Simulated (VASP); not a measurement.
# Ba2SnF6 (Fm-3m) in VASP: notebook

Ba2SnF6 is run at these levels: PBE; tasks: single point, relaxation of cell and atoms.

Program: VASP 6.6.1. These are calculated values, not measurements. Logs are shortened: lines on timing, memory, paths and dates and some standing lists are left out, and cuts for length are marked.

### Step 1. The cell of the first run

Symmetry: Fm-3m, No. 225, cubic system. Conventional cell: a = 8.713 Å, b = 8.713 Å, c = 8.713 Å, α = 90.00°, β = 90.00°, γ = 90.00°. Within 4.1 Å of Ba (site symmetry -43m) lie 12 F at 3.08 Å and 4 Sn at 3.77 Å. Within 3.0 Å of Sn (site symmetry m-3m) lie 6 F at 2.28 Å. F (site symmetry 4mm) has 1 Sn at 2.28 Å and 4 F at 2.94 Å within 3.0 Å.

### Step 2. Single point, PBE

The input, INCAR:

```
SYSTEM = Ba2SnF6
ALGO = Normal ; EDIFF = 1E-6
ENCUT = 520 ; GGA = PE
ISIF = 2 ; ISMEAR = 0
LASPH = .TRUE. ; LCHARG = .FALSE.
LREAL = .FALSE. ; LWAVE = .FALSE.
NBANDS = 48 ; NELM = 100
PREC = Accurate ; SIGMA = 0.1
```

The input, KPOINTS:

```
k-points
0
G
  4 4 4
  0 0 0
```

The input, POSCAR:

```
Ba2SnF6
1.0
    0.0000000000      4.3562812142      4.3562812142
    4.3562812142      0.0000000000      4.3562812142
    4.3562812142      4.3562812142      0.0000000000
Ba Sn F
2 1 6
Direct
    0.2500000000      0.2500000000      0.2500000000
    0.7500000000      0.7500000000      0.7500000000
    0.5000000000      0.5000000000      0.5000000000
    0.2386568932      0.7613431068      0.7613431068
    0.7613431068      0.2386568932      0.2386568932
    0.7613431068      0.2386568932      0.7613431068
    0.2386568932      0.7613431068      0.2386568932
    0.7613431068      0.7613431068      0.2386568932
    0.2386568932      0.2386568932      0.7613431068
```

Potentials or basis: VASP PAW PBE potentials, release 64 (Ba_sv, Sn_d, F).

Started as:

```bash
> cat potpaw_PBE.64/Ba_sv/POTCAR potpaw_PBE.64/Sn_d/POTCAR potpaw_PBE.64/F/POTCAR > POTCAR
> mpirun -np 1 vasp_std > vasp.out
```

OUTCAR:

```text
SYSTEM = Ba2SnF6
   EDIFF = 1E-6
   ENCUT = 520
   GGA = PE
   ISIF = 2
   ISMEAR = 0
   LASPH = .TRUE.
   LREAL = .FALSE.
   NELM = 100
   PREC = Accurate

 ion  position               nearest neighbor table
   1  0.250  0.250  0.250-   5 3.08   6 3.08   8 3.08   4 3.08   7 3.08   8 3.08   4 3.08   6 3.08
                             9 3.08   5 3.08   7 3.08   9 3.08   3 3.77   3 3.77   3 3.77   3 3.77
   2  0.750  0.750  0.750-   4 3.08   6 3.08   8 3.08   5 3.08   7 3.08   8 3.08   5 3.08   6 3.08
                             9 3.08   4 3.08   7 3.08   9 3.08   3 3.77   3 3.77   3 3.77   3 3.77
   3  0.500  0.500  0.500-   4 2.28   5 2.28   6 2.28   7 2.28   8 2.28   9 2.28   1 3.77   2 3.77
                             1 3.77   1 3.77   1 3.77   2 3.77   2 3.77   2 3.77
   4  0.239  0.761  0.761-   3 2.28   2 3.08   2 3.08   1 3.08   1 3.08
   5  0.761  0.239  0.239-   3 2.28   2 3.08   1 3.08   2 3.08   1 3.08
   6  0.761  0.239  0.761-   3 2.28   2 3.08   2 3.08   1 3.08   1 3.08
   7  0.239  0.761  0.239-   3 2.28   2 3.08   1 3.08   2 3.08   1 3.08
   8  0.761  0.761  0.239-   3 2.28   2 3.08   2 3.08   1 3.08   1 3.08
   9  0.239  0.239  0.761-   3 2.28   2 3.08   1 3.08   2 3.08   1 3.08

  LATTYP: Found a face centered cubic cell.
 ALAT       =     8.7125624284

  Lattice vectors:

 A1 = (   0.0000000000,   4.3562812142,   4.3562812142)
 A2 = (   4.3562812142,   0.0000000000,   4.3562812142)
 A3 = (   4.3562812142,   4.3562812142,   0.0000000000)

Analysis of symmetry for initial positions (statically):
[... 33 lines left out ...]
                                     Primitive cell

  volume of cell :     165.3399

  direct lattice vectors                    reciprocal lattice vectors
     0.000000000  4.356281214  4.356281214    -0.114776796  0.114776796  0.114776796
     4.356281214  0.000000000  4.356281214     0.114776796 -0.114776796  0.114776796
     4.356281214  4.356281214  0.000000000     0.114776796  0.114776796 -0.114776796

  length of vectors
     6.160711975  6.160711975  6.160711975     0.198799242  0.198799242  0.198799242

  position of ions in fractional coordinates (direct lattice)
     0.250000000  0.250000000  0.250000000
     0.750000000  0.750000000  0.750000000
     0.500000000  0.500000000  0.500000000
     0.238656893  0.761343107  0.761343107
     0.761343107  0.238656893  0.238656893
     0.761343107  0.238656893  0.761343107
     0.238656893  0.761343107  0.238656893
     0.761343107  0.761343107  0.238656893
     0.238656893  0.238656893  0.761343107

  ion indices of the primitive-cell ions
   primitive index   ion index
                 1           1
                 2           2
                 3           3
                 4           4
                 5           5
                 6           6
                 7           7
                 8           8
                 9           9

[... 65 lines left out ...]
   NELECT =      76.0000    total number of electrons
   NUPDOWN=      -1.0000    fix difference up-down
   EMIN   =  10.00;   EMAX   =-10.00  energy-range for DOS
   EFERMI =   0.00;   METHOD = LEGACY
   ISMEAR =     0;   SIGMA  =   0.10  broadening in eV -4-tet -1-fermi 0-gaus
   EFERMI_NEDOS =   21; number of points for ismear=-14 and -15
   IALGO  =     38    algorithm
   IMIX   =      4    mixing-type and parameters
     AMIX     =   0.40;   BMIX     =  1.00
     AMIX_MAG =   1.60;   BMIX_MAG =  1.00
  volume/ion in A,a.u.               =      18.37       123.97
  Fermi-wavevector in a.u.,A,eV,Ry     =   1.263437  2.387549 21.718600  1.596272
  Thomas-Fermi vector in A             =   2.396794
   LORBIT       =      0    0 simple, 1 ext, 2 COOP (PROOUT), +10 PAW based schemes
   GGA     = PE    functional components
   LHFCALC =     F    Hartree Fock is set to
   AEXX    =    0.0000 exact exchange contribution
   IVDW    =     0    specifies the selected vdW correction
   LEPSILON=     F    determine dielectric tensor
   LRPA    =     F    only Hartree local field effects (RPA)
 non-spin polarized calculation
 Gauss-broadening in eV      SIGMA  =   0.10
  energy-cutoff  :      520.00
  volume of cell :      165.34
 maximum number of plane-waves:      4520
 NGX is ok and might be reduce to    48
   NGX = 23   NGY = 23   NGZ = 23

 number of electron      75.9999947 magnetization

 Free energy of the ion-electron system (eV)
  ---------------------------------------------------
  ext. energy  EPLUGINS =         0.00000000
  ---------------------------------------------------
  free energy    TOTEN  =       -45.32959466 eV

  energy without entropy =      -45.32959466  energy(sigma->0) =      -45.32959466

 E-fermi :   3.4013     XC(G=0):  -9.2329

 val. band max:        2.9450810665   @ k =  -0.2500   0.5000   0.2500
 cond. band min:       5.2294096178   @ k =   0.0000   0.0000   0.0000
 fundamental gap:      2.2843285513
 Fermi energy:         3.4013347355

 k-point     1 :       0.0000    0.0000    0.0000
  band No.  band energies     occupation
      1     -25.3707      2.00000
      2     -25.2960      2.00000
      3     -20.1667      2.00000
      4     -20.0328      2.00000
      5     -20.0328      2.00000
      6     -19.9192      2.00000
[... 397 lines left out ...]
     47       7.8425      0.00000
     48       8.0465      0.00000

------------------------ aborting loop because EDIFF is reached ----------------------------------------

  FORCE on cell =-STRESS in cart. coord.  units (eV):
  Direction    XX          YY          ZZ          XY          YZ          ZX
  --------------------------------------------------------------------------------------
  -------------------------------------------------------------------------------------
  Total        0.1852982      0.1852982      0.1852982     -0.0000000     -0.0000000      0.0000000
  in kB        1.7955775      1.7955775      1.7955775     -0.0000000     -0.0000000      0.0000000
  external PRESSURE =       1.7955775 kB  Pullay stress =       0.0000000 kB

 VOLUME and BASIS-vectors are now :
 -----------------------------------------------------------------------------
  energy-cutoff  :      520.00
  volume of cell :      165.34
      direct lattice vectors                 reciprocal lattice vectors
     0.000000000  4.356281214  4.356281214    -0.114776796  0.114776796  0.114776796
     4.356281214  0.000000000  4.356281214     0.114776796 -0.114776796  0.114776796
     4.356281214  4.356281214  0.000000000     0.114776796  0.114776796 -0.114776796

 POSITION                                       TOTAL-FORCE (eV/Angst)
 -----------------------------------------------------------------------------------
      2.17814      2.17814      2.17814         0.000000      0.000000      0.000000
      6.53442      6.53442      6.53442        -0.000000      0.000000     -0.000000
      4.35628      4.35628      4.35628         0.000000      0.000000     -0.000000
      6.63325      4.35628      4.35628         0.013760      0.000000      0.000000
      2.07931      4.35628      4.35628        -0.013760      0.000000      0.000000
      4.35628      6.63325      4.35628         0.000000      0.013760      0.000000
      4.35628      2.07931      4.35628         0.000000     -0.013760      0.000000
      4.35628      4.35628      6.63325         0.000000      0.000000      0.013760
      4.35628      4.35628      2.07931         0.000000      0.000000     -0.013760
 -----------------------------------------------------------------------------------
    total drift:                                0.000000      0.000000      0.000000

  FREE ENERGIE OF THE ION-ELECTRON SYSTEM (eV)
  ---------------------------------------------------
  free  energy   TOTEN  =       -45.3295946615 eV

  energy  without entropy=      -45.3295946615  energy(sigma->0) =      -45.32959466
```

OSZICAR:

```text
N       E                     dE             d eps       ncg     rms          rms(c)
DAV:   1     0.881918664091E+03    0.88192E+03   -0.37825E+04   792   0.174E+03
DAV:   2     0.733862638082E+02   -0.80853E+03   -0.77174E+03   840   0.497E+02
DAV:   3    -0.433753500398E+02   -0.11676E+03   -0.11438E+03   872   0.178E+02
DAV:   4    -0.500524989069E+02   -0.66771E+01   -0.66436E+01  1072   0.425E+01
DAV:   5    -0.502283122841E+02   -0.17581E+00   -0.17572E+00  1080   0.627E+00    0.131E+01
DAV:   6    -0.454354065809E+02    0.47929E+01   -0.22749E+01  1232   0.253E+01    0.558E+00
DAV:   7    -0.453644977762E+02    0.70909E-01   -0.10549E+00   928   0.488E+00    0.268E+00
DAV:   8    -0.453234689184E+02    0.41029E-01   -0.21995E-01  1000   0.302E+00    0.487E-01
DAV:   9    -0.453277946938E+02   -0.43258E-02   -0.29715E-02  1120   0.944E-01    0.191E-01
DAV:  10    -0.453295775454E+02   -0.17829E-02   -0.38222E-03   904   0.400E-01    0.484E-02
DAV:  11    -0.453295823976E+02   -0.48523E-05   -0.32077E-04  1168   0.114E-01    0.221E-02
DAV:  12    -0.453295964780E+02   -0.14080E-04   -0.63756E-05   960   0.525E-02    0.123E-02
DAV:  13    -0.453295949041E+02    0.15740E-05   -0.11061E-05  1072   0.185E-02    0.276E-03
DAV:  14    -0.453295946615E+02    0.24255E-06   -0.10105E-06   664   0.779E-03
   1 F= -.45329595E+02 E0= -.45329595E+02  d E =-.626229E-11
```

stdout:

```text
POSCAR found type information on POSCAR BaSnF
 POSCAR found :  3 types and       9 ions
 scaLAPACK will be used
 LDA part: xc-table for (Slater+PW92), standard interpolation
 POSCAR, INCAR and KPOINTS ok, starting setup
 FFT: planning ... GRIDC
 FFT: planning ... GRID_SOFT
 FFT: planning ... GRID
 WAVECAR not read
 entering main loop
```

Run time: 92 s. Hardware: 1 thread of Intel Xeon 6975P-C, shared host; peak memory 0.35 GiB.

Results:

| Property | Result |
| --- | --- |
| Free energy | -45.3296 eV |
| Pressure | 0.2 GPa |
| Largest force | 0.014 eV/Å |
| Band gap on the k mesh | 2.28 eV, indirect (least direct gap 2.93 eV) |

Forces on the atoms (eV/Å):
```
Ba   0.000  0.000  0.000
Ba   0.000  0.000  0.000
Sn   0.000  0.000  0.000
F    0.014  0.000  0.000
F   -0.014  0.000  0.000
F    0.000  0.014  0.000
F    0.000 -0.014  0.000
F    0.000  0.000  0.014
F    0.000  0.000 -0.014
```

Caveat: spin-orbit coupling is left out, which moves the levels of the heavy elements.

### Step 3. Single point, PBE

This run uses another cell than the first one, of 22.49 Å³/atom, 1.224 times its volume.

The input, INCAR:

```
ALGO = Normal ; EDIFF = 1E-7
ENCUT = 520 ; GGA = PE
ISIF = 2 ; ISMEAR = 0
LASPH = T ; LCHARG = T
LELF = T ; LREAL = F
LVHAR = T ; LWAVE = F
NBANDS = 48 ; NELM = 100
PREC = Accurate ; SIGMA = 0.1
```

The input, KPOINTS:

```
k-points
0
Gamma
  4 4 4
```

The input, POSCAR:

```
Ba2SnF6
1.0
    0.0000000000      4.6602284200      4.6602284200
    4.6602284200      0.0000000000      4.6602284200
    4.6602284200      4.6602284200      0.0000000000
Ba Sn F
2 1 6
Direct
    0.2500000000      0.2500000000      0.2500000000
    0.7500000000      0.7500000000      0.7500000000
    0.5000000000      0.5000000000      0.5000000000
    0.1956251800      0.8043748200      0.8043748200
    0.8043748200      0.1956251800      0.1956251800
    0.8043748200      0.1956251800      0.8043748200
    0.1956251800      0.8043748200      0.1956251800
    0.8043748200      0.8043748200      0.1956251800
    0.1956251800      0.1956251800      0.8043748200
```

Potentials or basis: VASP PAW PBE potentials, release 64 (Ba_sv, Sn_d, F).

Started as:

```bash
> cat potpaw_PBE.64/Ba_sv/POTCAR potpaw_PBE.64/Sn_d/POTCAR potpaw_PBE.64/F/POTCAR > POTCAR
> mpirun -np 1 vasp_std > vasp.out
```

It took 2.5 min on 1 thread of Intel Xeon 6975P-C, shared host; peak memory 0.38 GiB.

The run converged. Its results:

```
Free energy            : -39.3800 eV
Pressure               : -9.3 GPa
Largest force          : 3.110 eV/Å
Band gap on the k mesh : 2.36 eV, indirect (least direct gap 2.62 eV)
```

Forces on the atoms (eV/Å):
```
Ba   0.000  0.000  0.000
Ba   0.000  0.000  0.000
Sn   0.000  0.000  0.000
F   -3.110  0.000  0.000
F    3.110  0.000  0.000
F    0.000 -3.110  0.000
F    0.000  3.110  0.000
F    0.000  0.000 -3.110
F    0.000  0.000  3.110
```

Levels at points of the mesh, in eV from the valence-band top:
```csv
k point,band 36,band 37,band 38,band 39,band 40,band 41
"(0.00, 0.00, 0.00)",-0.52,-0.52,-0.52,2.46,2.46,2.46
"(0.50, 0.00, 0.00)",-0.58,-0.58,-0.22,2.41,2.84,2.84
"(0.50, 0.50, 0.00)",-0.66,-0.54,0.00,2.75,2.85,2.85
```

Caveat: spin-orbit coupling is left out, which moves the levels of the heavy elements; forces of over 1 eV/Å act on the atoms, so gaps and moduli don't describe the material at rest.

### Step 4. Single point, PBE

The input, INCAR:

```
SYSTEM = Ba2SnF6
PREC = Accurate
ENCUT = 520
EDIFF = 1E-7
ISMEAR = 0
SIGMA = 0.02
LREAL = .FALSE.
LASPH = .TRUE.
NELM = 80
ALGO = Normal
ISIF = 2
LWAVE = .FALSE.
LCHARG = .TRUE.
GGA = PE
LELF = .TRUE.
LVHAR = .TRUE.
NBANDS = 48
```

The input, KPOINTS:

```
Automatic mesh
0
G
  6 6 6
  0 0 0
```

The input, POSCAR:

```
Ba2SnF6
1.0
    0.0000000000      4.3541283343      4.3541283343
    4.3541283343      0.0000000000      4.3541283343
    4.3541283343      4.3541283343      0.0000000000
Ba Sn F
2 1 6
Direct
    0.2500000000      0.2500000000      0.2500000000
    0.7500000000      0.7500000000      0.7500000000
    0.5000000000      0.5000000000      0.5000000000
    0.2385474294      0.7614525706      0.7614525706
    0.7614525706      0.2385474294      0.2385474294
    0.7614525706      0.2385474294      0.7614525706
    0.2385474294      0.7614525706      0.2385474294
    0.7614525706      0.7614525706      0.2385474294
    0.2385474294      0.2385474294      0.7614525706
```

Started as:

```bash
> cat potpaw_PBE.64/Ba_sv/POTCAR potpaw_PBE.64/Sn_d/POTCAR potpaw_PBE.64/F/POTCAR > POTCAR
> mpirun -np 1 vasp_std > vasp.out
```

Run time: 3.7 min. Hardware: 1 thread of Intel Xeon 6975P-C, shared host; peak memory 0.38 GiB.

The run converged. Its results:

```yaml
Free_energy: -45.3291 eV
Pressure: 0.2 GPa
Largest_force: 0.012 eV/Å
Band_gap_on_the_k_mesh: 2.29 eV, indirect (least direct gap 2.91 eV)
```

Forces in eV/Å, atoms in the order of the input:
```
Ba   0.000  0.000  0.000
Ba   0.000  0.000  0.000
Sn   0.000  0.000  0.000
F    0.012  0.000  0.000
F   -0.012  0.000  0.000
F    0.000  0.012  0.000
F    0.000 -0.012  0.000
F    0.000  0.000  0.012
F    0.000  0.000 -0.012
```

Levels at points of the mesh, in eV from the valence-band top:
```csv
k point,band 34,band 35,band 36,band 37,band 38,band 39,band 40,band 41,band 42,band 43
"(0.00, 0.00, 0.00)",-3.80,-3.80,-3.75,-3.75,-0.96,2.29,2.29,2.46,2.46,2.46
"(0.50, 0.00, 0.00)",-3.91,-3.91,-3.78,-3.78,-0.18,3.20,3.20,3.27,3.87,3.87
"(0.50, 0.50, 0.00)",-4.11,-4.11,-3.83,-3.75,0.00,2.93,3.24,3.95,4.01,4.01
```

Caveat: spin-orbit coupling is left out, which moves the levels of the heavy elements. A k mesh can miss the band edges.

### Step 5. Relaxation of cell and atoms, PBE

This run uses another cell than the first one, of 22.49 Å³/atom, 1.224 times its volume.

The input, INCAR:

```
PREC = Accurate
ENCUT = 600
EDIFF = 1E-6
ISMEAR = 0
SIGMA = 0.1
LREAL = F
LASPH = T
NELM = 100
ALGO = Normal
ISIF = 3
LWAVE = F
LCHARG = F
GGA = PE
IBRION = 2
NSW = 90
EDIFFG = -0.04
```

The input, KPOINTS:

```
Automatic mesh
0
Gamma
  4 4 4
```

The input, POSCAR:

```
Ba2SnF6
1.0
    0.0000000000      4.6602284200      4.6602284200
    4.6602284200      0.0000000000      4.6602284200
    4.6602284200      4.6602284200      0.0000000000
Ba Sn F
2 1 6
Direct
    0.2500000000      0.2500000000      0.2500000000
    0.7500000000      0.7500000000      0.7500000000
    0.5000000000      0.5000000000      0.5000000000
    0.1956251800      0.8043748200      0.8043748200
    0.8043748200      0.1956251800      0.1956251800
    0.8043748200      0.1956251800      0.8043748200
    0.1956251800      0.8043748200      0.1956251800
    0.8043748200      0.8043748200      0.1956251800
    0.1956251800      0.1956251800      0.8043748200
```

Started as:

```bash
> cat potpaw_PBE.64/Ba_sv/POTCAR potpaw_PBE.64/Sn_d/POTCAR potpaw_PBE.64/F/POTCAR > POTCAR
> mpirun -np 1 vasp_std > vasp.out
```

It took 23 min on 1 thread of Intel Xeon 6975P-C, shared host; peak memory 0.49 GiB.

The run converged. Its results:

```yaml
Free_energy: -45.4143 eV
Relaxed_volume: 18.38 Å³/atom
Relaxed_cell: a = 6.162 Å, b = 6.162 Å, c = 6.162 Å, α = 60.00°, β = 60.00°, γ = 60.00°
Space_group_after_relaxing_to_0.05_Å: Fm-3m (No. 225)
Energy_gained_by_relaxing: 669.5 meV/atom
Ionic_steps: 9
Pressure_after_relaxing: 0.0 GPa
Largest_force_after_relaxing: 0.004 eV/Å
Band_gap_on_the_k_mesh: 2.30 eV, indirect (least direct gap 2.94 eV)
```

Forces on the atoms (eV/Å):
```
Ba   0.000  0.000  0.000
Ba   0.000  0.000  0.000
Sn   0.000  0.000  0.000
F   -0.004  0.000  0.000
F    0.004  0.000  0.000
F    0.000 -0.004  0.000
F    0.000  0.004  0.000
F    0.000  0.000 -0.004
F    0.000  0.000  0.004
```

The path:
| step | energy change (eV) | largest force (eV/Å) | pressure (GPa) | volume (Å³) |
| --- | --- | --- | --- | --- |
| 1 | 0.0000 | 3.1087 | -9.35 | 202.42 |
| 2 | -4.2578 | 2.3553 | -5.25 | 166.37 |
| 3 | -5.2648 | 0.3391 | 9.76 | 139.08 |
| 4 | -5.3978 | 1.1578 | 3.49 | 146.73 |
| 5 | -5.4075 | 0.9750 | 4.88 | 144.79 |
| 6 | -5.8755 | 0.2896 | 2.86 | 153.20 |
| 7 | -5.9961 | 0.2657 | 1.87 | 161.38 |
| 8 | -6.0110 | 0.1801 | -1.19 | 168.41 |
| 9 | -6.0257 | 0.0036 | -0.01 | 165.44 |

Final structure:
```
Ba Sn F
1.0
     0.00000    4.35713    4.35713
     4.35713    0.00000    4.35713
     4.35713    4.35713    0.00000
Ba Sn F
2 1 6
Direct
  0.25000 0.25000 0.25000
  0.75000 0.75000 0.75000
  0.50000 0.50000 0.50000
  0.23856 0.76144 0.76144
  0.76144 0.23856 0.23856
  0.76144 0.23856 0.76144
  0.23856 0.76144 0.23856
  0.76144 0.76144 0.23856
  0.23856 0.23856 0.76144
```

Levels at points of the mesh, in eV from the valence-band top:
```csv
k point,band 34,band 35,band 36,band 37,band 38,band 39,band 40,band 41,band 42,band 43
"(0.00, 0.00, 0.00)",-3.79,-3.79,-3.73,-3.73,-0.96,2.30,2.30,2.47,2.47,2.47
"(0.50, 0.00, 0.00)",-3.90,-3.90,-3.76,-3.76,-0.18,3.20,3.20,3.27,3.87,3.87
"(0.50, 0.50, 0.00)",-4.10,-4.10,-3.82,-3.74,-0.01,2.93,3.25,3.95,4.01,4.01
```

Caveat: the volume moved by over 15 % at a fixed basis, so the end points are rough; spin-orbit coupling is left out, which moves the levels of the heavy elements. A k mesh can miss the band edges.

(Part 1 of 2 ends here.)
